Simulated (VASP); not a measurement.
# TiSi4Ir (P4/mmm) in VASP: further runs

The runs below take TiSi4Ir through relaxation of cell and atoms, with PBE.

Program: VASP 6.6.1. These are calculated values, not measurements. Logs are shortened: lines on timing, memory, paths and dates and some standing lists are left out, and cuts for length are marked.

### Step 1. The cell of the first run

It takes space group P4/mmm (No. 123, tetragonal). The conventional cell has a = 3.611 Å, b = 3.611 Å, c = 7.267 Å, α = 90.00°, β = 90.00°, γ = 90.00°. Ti (site symmetry 4/mmm) has 8 Si at 2.62 Å and 4 Ti at 3.61 Å within 3.7 Å. Si (site symmetry 2mm) has 2 Ir at 2.50 Å and 4 Si at 2.55 Å and 2 Ti at 2.62 Å within 3.3 Å. Within 3.3 Å of Ir (site symmetry 4/mmm) lie 8 Si at 2.50 Å.

The cell was generated, and may not be a known phase.

### Step 2. Relaxation of cell and atoms, PBE

Contents of INCAR:

```
ALGO     = Normal         # electronic algorithm
EDIFF    = 1E-7           # SCF threshold, eV
EDIFFG   = -0.04          # ionic threshold
ENCUT    = 500            # plane-wave cutoff, eV
GGA      = PE             # functional
GGA_COMPAT= False        
IBRION   = 2              # ionic algorithm
ISIF     = 3              # what is computed and relaxed
ISMEAR   = 0              # smearing method
LASPH    = True           # aspherical terms in the spheres
LCHARG   = False          # write CHGCAR
LREAL    = False          # projectors in reciprocal space
LWAVE    = False          # write WAVECAR
NELM     = 120            # most SCF steps
NELMIN   = 4            
NSW      = 90             # ionic steps
PREC     = Accurate       # precision mode
SIGMA    = 0.1            # smearing width, eV
```

Contents of KPOINTS:

```
k-points
0
Gamma
  6 6 4
```

Contents of POSCAR:

```
TiSi4Ir
1.0
    3.6113695523      0.0000000000      0.0000000000
    0.0000000000      3.6113695523      0.0000000000
    0.0000000000      0.0000000000      7.2674543651
Ti Si Ir
1 4 1
Direct
    0.0000000000      0.0000000000      0.0000000000
    0.5000000000      0.0000000000      0.7379577330
    0.0000000000      0.5000000000      0.2620422670
    0.5000000000      0.0000000000      0.2620422670
    0.0000000000      0.5000000000      0.7379577330
    0.5000000000      0.5000000000      0.5000000000
```

Potentials or basis: VASP PAW PBE potentials, release 64 (Ti_sv, Si, Ir).

Run with:

```sh
$ cat potpaw_PBE.64/Ti_sv/POTCAR potpaw_PBE.64/Si/POTCAR potpaw_PBE.64/Ir/POTCAR > POTCAR
$ mpirun -np 1 vasp_std > vasp.out
```

OUTCAR:

```text
EDIFF = 1E-7
   EDIFFG = -0.04
   ENCUT = 500
   GGA = PE
   IBRION = 2
   ISIF = 3
   ISMEAR = 0
   LASPH = True
   LREAL = False
   NELM = 120
   NELMIN = 4
   NSW = 90
   PREC = Accurate

 ion  position               nearest neighbor table
   1  0.000  0.000  0.000-   2 2.62   3 2.62   4 2.62   5 2.62   3 2.62   5 2.62   2 2.62   4 2.62

   2  0.500  0.000  0.738-   6 2.50   6 2.50   5 2.55   5 2.55   5 2.55   5 2.55   1 2.62   1 2.62

   3  0.000  0.500  0.262-   6 2.50   6 2.50   4 2.55   4 2.55   4 2.55   4 2.55   1 2.62   1 2.62

   4  0.500  0.000  0.262-   6 2.50   6 2.50   3 2.55   3 2.55   3 2.55   3 2.55   1 2.62   1 2.62

   5  0.000  0.500  0.738-   6 2.50   6 2.50   2 2.55   2 2.55   2 2.55   2 2.55   1 2.62   1 2.62

   6  0.500  0.500  0.500-   2 2.50   3 2.50   4 2.50   5 2.50   2 2.50   4 2.50   3 2.50   5 2.50

  LATTYP: Found a simple tetragonal cell.
 ALAT       =     3.6113695523
 C/A-ratio  =     2.0123818014

  Lattice vectors:

 A1 = (   3.6113695523,   0.0000000000,   0.0000000000)
 A2 = (   0.0000000000,   3.6113695523,   0.0000000000)
 A3 = (   0.0000000000,   0.0000000000,   7.2674543651)

Analysis of symmetry for initial positions (statically):
=====================================================================
 Subroutine PRICEL returns:
 Original cell was already a primitive cell.

 Routine SETGRP: Setting up the symmetry group for a
 simple tetragonal supercell.

 Subroutine GETGRP returns: Found 16 space group operations
 (whereof 16 operations were pure point group operations)
 out of a pool of 16 trial point group operations.

The static configuration has the point symmetry D_4h.

Analysis of symmetry for dynamics (positions and initial velocities):
=====================================================================
 Subroutine PRICEL returns:
 Original cell was already a primitive cell.

 Routine SETGRP: Setting up the symmetry group for a
 simple tetragonal supercell.

 Subroutine GETGRP returns: Found 16 space group operations
 (whereof 16 operations were pure point group operations)
 out of a pool of 16 trial point group operations.

The dynamic configuration has the point symmetry D_4h.

 Subroutine INISYM returns: Found 16 space group operations
 (whereof 16 operations are pure point group operations),
 and found     1 'primitive' translations

----------------------------------------------------------------------------------------

                                     Primitive cell

  volume of cell :      94.7821

  direct lattice vectors                    reciprocal lattice vectors
     3.611369552  0.000000000  0.000000000     0.276903259  0.000000000  0.000000000
     0.000000000  3.611369552  0.000000000     0.000000000  0.276903259  0.000000000
     0.000000000  0.000000000  7.267454365     0.000000000  0.000000000  0.137599763

  length of vectors
     3.611369552  3.611369552  7.267454365     0.276903259  0.276903259  0.137599763

  position of ions in fractional coordinates (direct lattice)
     0.000000000  0.000000000  0.000000000
     0.500000000  0.000000000  0.737957733
     0.000000000  0.500000000  0.262042267
     0.500000000  0.000000000  0.262042267
     0.000000000  0.500000000  0.737957733
     0.500000000  0.500000000  0.500000000

  ion indices of the primitive-cell ions
   primitive index   ion index
                 1           1
                 2           2
                 3           3
                 4           4
                 5           5
                 6           6

----------------------------------------------------------------------------------------

[... 75 lines left out ...]
   ISIF   =      3    stress and relaxation
   ISYM   =      2    0-nonsym 1-usesym 2-fastsym
   POTIM  = 0.5000    time-step for ionic-motion
   TEBEG  =    0.0;   TEEND  =   0.0 temperature during run
   PSTRESS=    0.0 pullay stress
   NELECT =      37.0000    total number of electrons
   NUPDOWN=      -1.0000    fix difference up-down
   EMIN   =  10.00;   EMAX   =-10.00  energy-range for DOS
   EFERMI =   0.00;   METHOD = LEGACY
   ISMEAR =     0;   SIGMA  =   0.10  broadening in eV -4-tet -1-fermi 0-gaus
   EFERMI_NEDOS =   21; number of points for ismear=-14 and -15
   IALGO  =     38    algorithm
   IMIX   =      4    mixing-type and parameters
     AMIX     =   0.40;   BMIX     =  1.00
     AMIX_MAG =   1.60;   BMIX_MAG =  1.00
  volume/ion in A,a.u.               =      15.80       106.60
  Fermi-wavevector in a.u.,A,eV,Ry     =   1.196465  2.260991 19.477129  1.431529
  Thomas-Fermi vector in A             =   2.332405
   LORBIT       =      0    0 simple, 1 ext, 2 COOP (PROOUT), +10 PAW based schemes
   GGA     = PE    functional components
   LHFCALC =     F    Hartree Fock is set to
   AEXX    =    0.0000 exact exchange contribution
   IVDW    =     0    specifies the selected vdW correction
   LEPSILON=     F    determine dielectric tensor
   LRPA    =     F    only Hartree local field effects (RPA)
 conjugate gradient relaxation of ions
 non-spin polarized calculation
 Gauss-broadening in eV      SIGMA  =   0.10
  energy-cutoff  :      500.00
  volume of cell :       94.78
 maximum number of plane-waves:      2435
 NGX is ok and might be reduce to    28
   NGX = 13   NGY = 13   NGZ = 27

--------------------------------------- Ionic step        1  -------------------------------------------

 number of electron      37.0000004 magnetization

 Free energy of the ion-electron system (eV)
  ---------------------------------------------------
  ext. energy  EPLUGINS =         0.00000000
  ---------------------------------------------------
  free energy    TOTEN  =       -40.73902244 eV

  energy without entropy =      -40.72172819  energy(sigma->0) =      -40.73037532

------------------------ aborting loop because EDIFF is reached ----------------------------------------

  FORCE on cell =-STRESS in cart. coord.  units (eV):
  Direction    XX          YY          ZZ          XY          YZ          ZX
  --------------------------------------------------------------------------------------
  -------------------------------------------------------------------------------------
  Total       -0.0864561     -0.0864561      0.3494622      0.0000000      0.0000000     -0.0000000
  in kB       -1.4614363     -1.4614363      5.9072394      0.0000000      0.0000000     -0.0000000
  external PRESSURE =       0.9947889 kB  Pullay stress =       0.0000000 kB

 VOLUME and BASIS-vectors are now :
 -----------------------------------------------------------------------------
  energy-cutoff  :      500.00
  volume of cell :       94.78
      direct lattice vectors                 reciprocal lattice vectors
     3.611369552  0.000000000  0.000000000     0.276903259  0.000000000  0.000000000
     0.000000000  3.611369552  0.000000000     0.000000000  0.276903259  0.000000000
     0.000000000  0.000000000  7.267454365     0.000000000  0.000000000  0.137599763

 POSITION                                       TOTAL-FORCE (eV/Angst)
 -----------------------------------------------------------------------------------
      0.00000      0.00000      0.00000         0.000000     -0.000000      0.000000
      1.80568      0.00000      5.36307         0.000000     -0.000000     -0.025763
      0.00000      1.80568      1.90438         0.000000      0.000000      0.025763
      1.80568      0.00000      1.90438         0.000000     -0.000000      0.025763
      0.00000      1.80568      5.36307         0.000000      0.000000     -0.025763
      1.80568      1.80568      3.63373         0.000000     -0.000000      0.000000
 -----------------------------------------------------------------------------------
    total drift:                                0.000000      0.000000      0.000000

  FREE ENERGIE OF THE ION-ELECTRON SYSTEM (eV)
  ---------------------------------------------------
  free  energy   TOTEN  =       -40.7390224444 eV

  energy  without entropy=      -40.7217281933  energy(sigma->0) =      -40.73037532

--------------------------------------- Ionic step        2  -------------------------------------------

 number of electron      37.0000005 magnetization

 Free energy of the ion-electron system (eV)
  ---------------------------------------------------
  ext. energy  EPLUGINS =         0.00000000
  ---------------------------------------------------
  free energy    TOTEN  =       -40.73965031 eV

  energy without entropy =      -40.72233136  energy(sigma->0) =      -40.73099084

 E-fermi :   8.5318     XC(G=0): -11.2076

 val. band max:        8.4980435680   @ k =   0.1667   0.0000   0.0000
 cond. band min:       8.5513543649   @ k =   0.5000   0.3333   0.5000
 fundamental gap:      0.0533107969
 Fermi energy:         8.5318378745

 k-point     1 :       0.0000    0.0000    0.0000
  band No.  band energies     occupation
      1     -48.1097      2.00000
      2     -24.4112      2.00000
      3     -24.4112      2.00000
      4     -24.3292      2.00000
      5      -4.1198      2.00000
      6      -2.4999      2.00000
[... 589 lines left out ...]
     21       9.1822      0.00000
     22      10.7847      0.00000

 [... further k-points ...]
[... 5 lines left out ...]
  --------------------------------------------------------------------------------------
  -------------------------------------------------------------------------------------
  Total       -0.1284216     -0.1284216     -0.0729372      0.0000000      0.0000000     -0.0000000
  in kB       -2.1677430     -2.1677430     -1.2311723      0.0000000      0.0000000     -0.0000000
  external PRESSURE =      -1.8555528 kB  Pullay stress =       0.0000000 kB

 VOLUME and BASIS-vectors are now :
 -----------------------------------------------------------------------------
  energy-cutoff  :      500.00
  volume of cell :       94.92
      direct lattice vectors                 reciprocal lattice vectors
     3.608859127  0.000000000 -0.000000000     0.277095881  0.000000000 -0.000000000
     0.000000000  3.608859127  0.000000000     0.000000000  0.277095881  0.000000000
     0.000000000  0.000000000  7.287874680     0.000000000  0.000000000  0.137214215

 POSITION                                       TOTAL-FORCE (eV/Angst)
 -----------------------------------------------------------------------------------
      0.00000      3.60886      0.00000         0.000000     -0.000000      0.000000
      1.80443      3.60886      5.37690        -0.000000     -0.000000     -0.013731
      0.00000      1.80443      1.91098         0.000000     -0.000000      0.013731
      1.80443      3.60886      1.91098         0.000000     -0.000000      0.013731
      0.00000      1.80443      5.37690        -0.000000      0.000000     -0.013731
      1.80443      1.80443      3.64394         0.000000     -0.000000      0.000000
 -----------------------------------------------------------------------------------
    total drift:                                0.000000      0.000000      0.000000

  FREE ENERGIE OF THE ION-ELECTRON SYSTEM (eV)
  ---------------------------------------------------
  free  energy   TOTEN  =       -40.7396503121 eV

  energy  without entropy=      -40.7223313590  energy(sigma->0) =      -40.73099084

 reached required accuracy - stopping structural energy minimisation
```

Wall time 63 s (1 thread of AMD EPYC 9R45 (Zen 5), shared host); peak memory 0.21 GiB.

What came out:

| Property | Result |
| --- | --- |
| Free energy | -40.7397 eV |
| Relaxed volume | 15.82 Å³/atom |
| Relaxed cell | a = 3.609 Å, b = 3.609 Å, c = 7.288 Å, α = 90.00°, β = 90.00°, γ = 90.00° |
| Space group after relaxing (to 0.1 Å) | P4/mmm (No. 123) |
| Energy gained by relaxing | 0.1 meV/atom |
| Ionic steps | 2 |
| Pressure after relaxing | -0.2 GPa |
| Largest force after relaxing | 0.014 eV/Å |
| Band gap on the k mesh | zero (an odd number of electrons rules out a gap without spin polarisation) |

Forces on the atoms (eV/Å):
```
Ti   0.000  0.000  0.000
Si   0.000  0.000 -0.014
Si   0.000  0.000  0.014
Si   0.000  0.000  0.014
Si   0.000  0.000 -0.014
Ir   0.000  0.000  0.000
```

Stress tensor (GPa, compression positive):
```
-0.22  0.00  0.00
 0.00 -0.22  0.00
 0.00  0.00 -0.12
```

The path:
| step | energy change (eV) | largest force (eV/Å) | pressure (GPa) | volume (Å³) |
| --- | --- | --- | --- | --- |
| 1 | 0.0000 | 0.0258 | 0.10 | 94.78 |
| 2 | -0.0006 | 0.0137 | -0.19 | 94.92 |

Final structure:
```cif
data_structure
_symmetry_space_group_name_H-M 'P 1'
_symmetry_Int_Tables_number 1
_cell_length_a 3.6089
_cell_length_b 3.6089
_cell_length_c 7.2879
_cell_angle_alpha 90.000
_cell_angle_beta 90.000
_cell_angle_gamma 90.000
_cell_volume 94.92
loop_
_atom_site_label
_atom_site_type_symbol
_atom_site_fract_x
_atom_site_fract_y
_atom_site_fract_z
_atom_site_occupancy
Ti1 Ti 0.00000 0.00000 0.00000 1
Si1 Si 0.50000 0.00000 0.73779 1
Si2 Si 0.00000 0.50000 0.26221 1
Si3 Si 0.50000 0.00000 0.26221 1
Si4 Si 0.00000 0.50000 0.73779 1
Ir1 Ir 0.50000 0.50000 0.50000 1
```

Caveat: spin-orbit coupling is left out, which moves the levels of the heavy elements; an odd number of electrons without spin polarisation forces a metal; a magnetic or distorted state may lie lower.

### Step 3. Relaxation of cell and atoms, PBE

Contents of INCAR:

```
PREC     = Accurate       # precision mode
ENCUT    = 500            # plane-wave cutoff, eV
EDIFF    = 1E-7           # SCF threshold, eV
ISMEAR   = 0              # smearing method
SIGMA    = 0.1            # smearing width, eV
LREAL    = False          # projectors in reciprocal space
LASPH    = True           # aspherical terms in the spheres
NELM     = 120            # most SCF steps
ALGO     = Normal         # electronic algorithm
ISIF     = 3              # what is computed and relaxed
LWAVE    = False          # write WAVECAR
LCHARG   = False          # write CHGCAR
GGA      = PE             # functional
IBRION   = 2              # ionic algorithm
NSW      = 100            # ionic steps
EDIFFG   = -0.01          # ionic threshold
GGA_COMPAT= False        
NELMIN   = 4
```

Contents of KPOINTS:

```
Automatic mesh
0
Gamma
  10 10 6
```

Contents of POSCAR:

```
TiSi4Ir
1.0
    3.6067941309      0.0000000000      0.0000000000
    0.0000000000      3.6067941309      0.0000000000
    0.0000000000      0.0000000000      7.2930222395
Ti Si Ir
1 4 1
Direct
    0.0000000000      0.0000000000      0.0000000000
    0.5000000000      0.0000000000      0.7373609698
    0.0000000000      0.5000000000      0.2626390302
    0.5000000000      0.0000000000      0.2626390302
    0.0000000000      0.5000000000      0.7373609698
    0.5000000000      0.5000000000      0.5000000000
```

Potentials or basis: VASP PAW PBE potentials, release 64 (Ti_sv, Si, Ir).

Run with:

```sh
$ cat potpaw_PBE.64/Ti_sv/POTCAR potpaw_PBE.64/Si/POTCAR potpaw_PBE.64/Ir/POTCAR > POTCAR
$ mpirun -np 1 vasp_std > vasp.out
```

Run time: 5 min. Hardware: 1 thread of AMD EPYC 9R45 (Zen 5), shared host; peak memory 0.31 GiB.

It converged, with:

```yaml
Free_energy: -40.7820 eV
Relaxed_volume: 15.82 Å³/atom
Relaxed_cell: a = 3.612 Å, b = 3.612 Å, c = 7.272 Å, α = 90.00°, β = 90.00°, γ = 90.00°
Space_group_after_relaxing_to_0.1_Å: P4/mmm (No. 123)
Energy_gained_by_relaxing: 0.2 meV/atom
Ionic_steps: 4
Pressure_after_relaxing: 0.0 GPa
Largest_force_after_relaxing: 0.009 eV/Å
Band_gap_on_the_k_mesh: zero (an odd number of electrons rules out a gap without spin polarisation)
```

Forces in eV/Å, atoms in the order of the input:
```
Ti   0.000  0.000  0.000
Si   0.000  0.000 -0.009
Si   0.000  0.000  0.009
Si   0.000  0.000  0.009
Si   0.000  0.000 -0.009
Ir   0.000  0.000  0.000
```

Step by step:
```tsv
step	energy change (eV)	largest force (eV/Å)	pressure (GPa)	volume (Å³)
1	0.0000	0.0686	-0.20	94.87
2	-0.0008	0.0240	0.41	94.60
3	-0.0008	0.0306	0.32	94.64
4	-0.0014	0.0093	0.04	94.90
```

Final structure:
```
Ti Si Ir
1.0
     3.61243    0.00000    0.00000
     0.00000    3.61243    0.00000
     0.00000    0.00000    7.27246
Ti Si Ir
1 4 1
Direct
  0.00000 0.00000 0.00000
  0.50000 0.00000 0.73652
  0.00000 0.50000 0.26348
  0.50000 0.00000 0.26348
  0.00000 0.50000 0.73652
  0.50000 0.50000 0.50000
```

Levels at points of the mesh, in eV from the Fermi level:
| k point | band 16 | band 17 | band 18 | band 19 | band 20 | band 21 | band 22 |
| --- | --- | --- | --- | --- | --- | --- | --- |
| (0.00, 0.00, 0.00) | -1.25 | -0.93 | -0.88 | -0.88 | -0.59 | 1.68 | 2.69 |
| (0.50, 0.00, 0.00) | -1.06 | -1.01 | -0.68 | -0.57 | 1.64 | 1.98 | 2.21 |
| (0.50, 0.50, 0.00) | -1.78 | -1.78 | -1.74 | -1.33 | -0.81 | 1.92 | 2.61 |
| (0.00, 0.00, 0.50) | -1.86 | -0.13 | 0.55 | 0.55 | 1.12 | 1.46 | 1.53 |
| (0.50, 0.00, 0.50) | -1.35 | -1.14 | -0.49 | 0.19 | 0.56 | 0.63 | 2.21 |
| (0.50, 0.50, 0.50) | -1.87 | -1.82 | -1.74 | -1.03 | 0.14 | 1.92 | 2.36 |

Caveat: spin-orbit coupling is left out, which moves the levels of the heavy elements; an odd number of electrons without spin polarisation forces a metal; a magnetic or distorted state may lie lower.

The gap in the log of VASP goes by the Fermi energy; the results here count the filled bands.